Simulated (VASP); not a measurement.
Wanted: the native input for a VASP 6.6.1 run.

```yaml
Task: single point
Functional: PBEsol
Potentials_or_basis: VASP PAW PBE potentials, release 64 (Nb_sv)
Cutoff: 520 eV
k_mesh: 20 × 20 × 20
Occupations: gaussian, width 0.15 eV
Spin: no spin polarisation
Dipole_correction: no
Further_INCAR_settings: ALGO = Fast; EDIFF = 1e-06; NBANDS = 12
```

The structure of Nb lies in POSCAR:

```
Nb
1.0
    0.0000000000      2.1150000000      2.1255750000
    2.1150000000      0.0000000000      2.1255750000
    2.1150000000      2.1150000000      0.0000000000
Nb
1
Direct
    0.0000000000      0.0000000000      0.0000000000
```

This cell differs from its parent crystal: strain +0.0050 x Voigt [0, 0, 1, 0, 0, 0].

The input as run:

INCAR

```
ALGO     = Fast           # electronic algorithm
EDIFF    = 1E-6           # SCF threshold, eV
ENCUT    = 520            # plane-wave cutoff, eV
GGA      = PS             # functional
ISIF     = 2              # what is computed and relaxed
ISMEAR   = 0              # smearing method
LASPH    = T              # aspherical terms in the spheres
LCHARG   = F              # write CHGCAR
LREAL    = F              # projectors in reciprocal space
LWAVE    = F              # write WAVECAR
NBANDS   = 12             # bands
NELM     = 60             # most SCF steps
PREC     = Accurate       # precision mode
SIGMA    = 0.15           # smearing width, eV
```

KPOINTS

```
k-points
0
Gamma
  20 20 20
```

Potentials or basis: VASP PAW PBE potentials, release 64 (Nb_sv).

Launch:

```console
$ cat potpaw_PBE.64/Nb_sv/POTCAR > POTCAR
$ mpirun -np 1 vasp_std > vasp.out
```

It gave:

```json
{
 "Pressure": "-7.9 GPa"
}
```

Caveat: the cell differs from its parent crystal (strain +0.0050 x Voigt [0, 0, 1, 0, 0, 0]); the PAW data sets were made with another functional, which shifts forces and pressure a little.

Run time: 120 s on 1 thread of Intel(R) Xeon(R) Platinum 8488C (Sapphire Rapids), on a shared host, peak memory 0.26 GiB.
